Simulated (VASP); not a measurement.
# Ti (Fm-3m) in VASP: a series of runs, part 2 of 2

VASP 6.6.1.

### Step 4. Single point, HSE06

This run uses another cell than the first one, of 16.06 Å³/atom.

Contents of POSCAR:

```
Ti
1.0
    0.0000000000      2.0025642044      2.0025642044
    2.0025642044      0.0000000000      2.0025642044
    2.0025642044      2.0025642044      0.0000000000
Ti
1
Direct
    0.0000000000      0.0000000000      0.0000000000
```

Contents of INCAR.step1:

```
PREC = Accurate
ENCUT = 520
EDIFF = 1E-5
ISMEAR = -1
SIGMA = 0.05
LREAL = F
LASPH = T
NELM = 80
ALGO = Normal
ISIF = 2
LWAVE = T
LCHARG = F
GGA = PE
NBANDS = 12
```

Contents of INCAR.step2:

```
PREC = Accurate
ENCUT = 520
EDIFF = 1E-6
ISMEAR = -1
SIGMA = 0.05
LREAL = F
LASPH = T
NELM = 80
ALGO = Normal
ISIF = 2
LWAVE = F
LCHARG = F
GGA = PE
LHFCALC = T
HFSCREEN = 0.2079
PRECFOCK = Normal
ISTART = 1
NBANDS = 12
```

Contents of KPOINTS:

```
Automatic mesh
0
Gamma
  6 6 6
```

Potentials or basis: VASP PAW PBE potentials, release 64 (Ti_sv).

Command:

```console
cat potpaw_PBE.64/Ti_sv/POTCAR > POTCAR
cp INCAR.step1 INCAR
mpirun -np 1 vasp_std > vasp.out
cp INCAR.step2 INCAR
mpirun -np 1 vasp_std > vasp.out
```

OUTCAR:

```text
PREC = Accurate
   ENCUT = 520
   EDIFF = 1E-6
   ISMEAR = -1
   LREAL = F
   LASPH = T
   NELM = 80
   ISIF = 2
   GGA = PE
   LHFCALC = T
   HFSCREEN = 0.2079
   PRECFOCK = Normal
   ISTART = 1

 ion  position               nearest neighbor table
   1  0.000  0.000  0.000-

  LATTYP: Found a face centered cubic cell.
 ALAT       =     4.0051284088

  Lattice vectors:

 A1 = (   0.0000000000,   2.0025642044,   2.0025642044)
 A2 = (   2.0025642044,   0.0000000000,   2.0025642044)
 A3 = (   2.0025642044,   2.0025642044,   0.0000000000)

Analysis of symmetry for initial positions (statically):
=====================================================================
 Subroutine PRICEL returns:
 Original cell was already a primitive cell.

 Routine SETGRP: Setting up the symmetry group for a
 face centered cubic supercell.

 Subroutine GETGRP returns: Found 48 space group operations
 (whereof 48 operations were pure point group operations)
 out of a pool of 48 trial point group operations.

The static configuration has the point symmetry O_h .

Analysis of symmetry for dynamics (positions and initial velocities):
=====================================================================
 Subroutine PRICEL returns:
 Original cell was already a primitive cell.

 Routine SETGRP: Setting up the symmetry group for a
 face centered cubic supercell.

 Subroutine GETGRP returns: Found 48 space group operations
 (whereof 48 operations were pure point group operations)
 out of a pool of 48 trial point group operations.

The dynamic configuration has the point symmetry O_h .

 Subroutine INISYM returns: Found 48 space group operations
 (whereof 48 operations are pure point group operations),
 and found     1 'primitive' translations

----------------------------------------------------------------------------------------

                                     Primitive cell

  volume of cell :      16.0616

  direct lattice vectors                    reciprocal lattice vectors
     0.000000000  2.002564204  2.002564204    -0.249679885  0.249679885  0.249679885
     2.002564204  0.000000000  2.002564204     0.249679885 -0.249679885  0.249679885
     2.002564204  2.002564204  0.000000000     0.249679885  0.249679885 -0.249679885

  length of vectors
     2.832053457  2.832053457  2.832053457     0.432458246  0.432458246  0.432458246

  position of ions in fractional coordinates (direct lattice)
     0.000000000  0.000000000  0.000000000

  ion indices of the primitive-cell ions
   primitive index   ion index
                 1           1

----------------------------------------------------------------------------------------

 KPOINTS: Automatic mesh

Automatic generation of k-mesh.
 Grid dimensions read from file:
 generate k-points for:    6    6    6

 Generating k-lattice:

[... 34 lines left out ...]
   k-points           NKPTS =     16   k-points in BZ     NKDIM =    216   number of bands    NBANDS=     12
   number of dos      NEDOS =    301   number of ions     NIONS =      1
   total plane-waves  NPLWV =  13824
   dimension x,y,z NGX =    24 NGY =   24 NGZ =   24
   dimension x,y,z NGXF=    48 NGYF=   48 NGZF=   48
   ions per type =               1
   NGX,Y,Z   is equivalent  to a cutoff of  14.09, 14.09, 14.09 a.u.
   NGXF,Y,Z  is equivalent  to a cutoff of  28.18, 28.18, 28.18 a.u.
 SYSTEM =  unknown system
   PREC   = accura    normal or accurate (medium, high low for compatibility)
   ISTART =      1    job   : 0-new  1-cont  2-samecut
   ICHARG =      0    charge: 1-file 2-atom 10-const
   ISPIN  =      1    spin polarized calculation?
   LNONCOLLINEAR =      F non collinear calculations
   LSORBIT =      F    spin-orbit coupling
   LASPH  =      T    aspherical Exc in radial PAW
   ENCUT  =  520.0 eV  38.22 Ry    6.18 a.u.   5.27  5.27  5.27*2*pi/ulx,y,z
   NELM   =     80;   NELMIN=  2; NELMDL=  0     # of ELM steps
   EDIFF  = 0.1E-05   stopping-criterion for ELM
   LREAL  =      F    real-space projection
   EDIFFG = 0.1E-04   stopping-criterion for IOM
   NSW    =      0    number of steps for IOM
   IBRION =     -1    ionic relax: 0-MD 1-quasi-New 2-CG
   NFREE  =      0    steps in history (QN), initial steepest desc. (CG)
   ISIF   =      2    stress and relaxation
   ISYM   =      3    0-nonsym 1-usesym 2-fastsym
   POTIM  = 0.5000    time-step for ionic-motion
   TEBEG  =    0.0;   TEEND  =   0.0 temperature during run
   PSTRESS=    0.0 pullay stress
   NELECT =      12.0000    total number of electrons
   NUPDOWN=      -1.0000    fix difference up-down
   EMIN   =  10.00;   EMAX   =-10.00  energy-range for DOS
   EFERMI =   0.00;   METHOD = LEGACY
   ISMEAR =    -1;   SIGMA  =   0.05  broadening in eV -4-tet -1-fermi 0-gaus
   EFERMI_NEDOS =   21; number of points for ismear=-14 and -15
   IALGO  =     38    algorithm
   IMIX   =      1    mixing-type and parameters
     AMIX     =   0.40;   BMIX     =  1.00
     AMIX_MAG =   1.60;   BMIX_MAG =  1.00
  volume/ion in A,a.u.               =      16.06       108.39
  Fermi-wavevector in a.u.,A,eV,Ry     =   1.485498  2.807185 30.024043  2.206705
  Thomas-Fermi vector in A             =   2.598902
   LORBIT       =      0    0 simple, 1 ext, 2 COOP (PROOUT), +10 PAW based schemes
   GGA     = PE    functional components
   LHFCALC =     T    Hartree Fock is set to
   PRECFOCK=normal    Normal, Fast or Accurate (Low or Medium for compatibility)
   ENCUT4O =  -1.0   cutoff for four orbital integrals eV
   NKREDX  =     1    reduce k-point grid by
   NKREDY  =     1    reduce k-point grid by
   NKREDZ  =     1    reduce k-point grid by
   AEXX    =    0.2500 exact exchange contribution
   HFSCREEN=    0.2079 screening length (either q_TF or 0.3 A-1)
   HFSCREENC=   0.2079 screening length for correlation (either q_TF or 0.3 A-1)
   ENCUTFOCK=  -1.0 apply spherical cutoff to Coloumb kernel
   IVDW    =     0    specifies the selected vdW correction
   LEPSILON=     F    determine dielectric tensor
   LRPA    =     F    only Hartree local field effects (RPA)
 non-spin polarized calculation
  energy-cutoff  :      520.00
  volume of cell :       16.06
 maximum number of plane-waves:       444
 NGX is ok and might be reduce to    24
  NGX = 16; NGY = 16; NGZ = 16

 number of electron      11.9999999 magnetization

 Free energy of the ion-electron system (eV)
  ---------------------------------------------------
  ext. energy  EPLUGINS =         0.00000000
  ---------------------------------------------------
  free energy    TOTEN  =        -9.34879464 eV

  energy without entropy =       -9.34024623  energy(sigma->0) =       -9.34452044

 E-fermi :   9.0701     XC(G=0):  -9.7564

 val. band max:        8.9932098221   @ k =  -0.3333   0.3333   0.1667
 cond. band min:       9.2343634470   @ k =  -0.3333   0.3333   0.0000
 fundamental gap:      0.2411536249
 Fermi energy:         9.0700884982

 k-point     1 :       0.0000    0.0000    0.0000
  band No.  band energies     occupation
      1     -52.3951      2.00000
      2     -26.4692      2.00000
      3     -26.4692      2.00000
      4     -26.4692      2.00000
      5       1.5271      2.00000
      6      10.5328      0.00000
      7      10.5328      0.00000
      8      10.5328      0.00000
      9      12.8560      0.00000
     10      12.8560      0.00000
     11      25.5477      0.00000
     12      30.6943      0.00000
[... 211 lines left out ...]
 k-point    16 :      -0.3333    0.5000    0.1667
  band No.  band energies     occupation
      1     -52.1600      2.00000
      2     -27.1877      2.00000
      3     -26.9120      2.00000
      4     -26.7847      2.00000
      5       6.7033      2.00000
      6       7.4861      2.00000
      7       9.8505      0.00000
      8      12.7598      0.00000
      9      14.1897      0.00000
     10      17.2299      0.00000
     11      20.7076      0.00000
     12      21.5500      0.00000

------------------------ aborting loop because EDIFF is reached ----------------------------------------

  FORCE on cell =-STRESS in cart. coord.  units (eV):
  Direction    XX          YY          ZZ          XY          YZ          ZX
  --------------------------------------------------------------------------------------
  -------------------------------------------------------------------------------------
  Total        0.9689677      0.9689677      0.9689677      0.0000000     -0.0000000     -0.0000000
  in kB       96.6563795     96.6563795     96.6563795      0.0000000     -0.0000000     -0.0000000
  external PRESSURE =      96.6563795 kB  Pullay stress =       0.0000000 kB

 VOLUME and BASIS-vectors are now :
 -----------------------------------------------------------------------------
  energy-cutoff  :      520.00
  volume of cell :       16.06
      direct lattice vectors                 reciprocal lattice vectors
     0.000000000  2.002564204  2.002564204    -0.249679885  0.249679885  0.249679885
     2.002564204  0.000000000  2.002564204     0.249679885 -0.249679885  0.249679885
     2.002564204  2.002564204  0.000000000     0.249679885  0.249679885 -0.249679885

 POSITION                                       TOTAL-FORCE (eV/Angst)
 -----------------------------------------------------------------------------------
      0.00000      0.00000      0.00000         0.000000      0.000000      0.000000
 -----------------------------------------------------------------------------------
    total drift:                               -0.000000     -0.000000     -0.000000

  FREE ENERGIE OF THE ION-ELECTRON SYSTEM (eV)
  ---------------------------------------------------
  free  energy   TOTEN  =        -9.3487946418 eV

  energy  without entropy=       -9.3402462327  energy(sigma->0) =       -9.34452044
```

Run time: 13 min. Hardware: 1 thread of Intel Xeon 8259CL, shared host; peak memory 0.24 GiB.

What came out:

```
Free energy            : -9.3488 eV
Pressure               : 9.7 GPa
Band gap on the k mesh : zero (bands 6 and 7 overlap by 1.54 eV)
```

Caveat: the k points lie up to 0.45 Å⁻¹ apart, too coarse for converged energies and pressures of a metal; the PAW data sets were made with another functional, which shifts forces and pressure a little.

### Step 5. Overview

```csv
level,cell,k mesh,cutoff (eV),smearing,grid for exact exchange (PRECFOCK),share of exact exchange,screening parameter,gap on the mesh (eV),pressure (GPa)
r2SCAN,"a = 2.792 Å, angles 60.0°, 1 atom",11 × 11 × 11,550,tetrahedron,-,-,-,none,17.0
HSE06,"a = 2.812 Å, angles 60.0°, 1 atom",6 × 6 × 6,520,fermi-dirac 0.05 eV,Normal,0.25,0.2079 1/Å,none,13.1
HSE06,"a = 2.832 Å, angles 60.0°, 1 atom",6 × 6 × 6,520,fermi-dirac 0.05 eV,Normal,0.25,0.2079 1/Å,none,9.7
```

Alike in all rows: task single point; potentials or basis VASP PAW PBE potentials, release 64 (Ti_sv); no spin polarisation.

Caveats: some runs use coarse meshes; the PAW data sets were made with another functional, which shifts forces and pressure a little; the cell stands under pressure (at least some runs).

Absolute energies hang on the potentials; compare differences alone.

The gap in the log of VASP goes by the Fermi energy; the results here count the filled bands.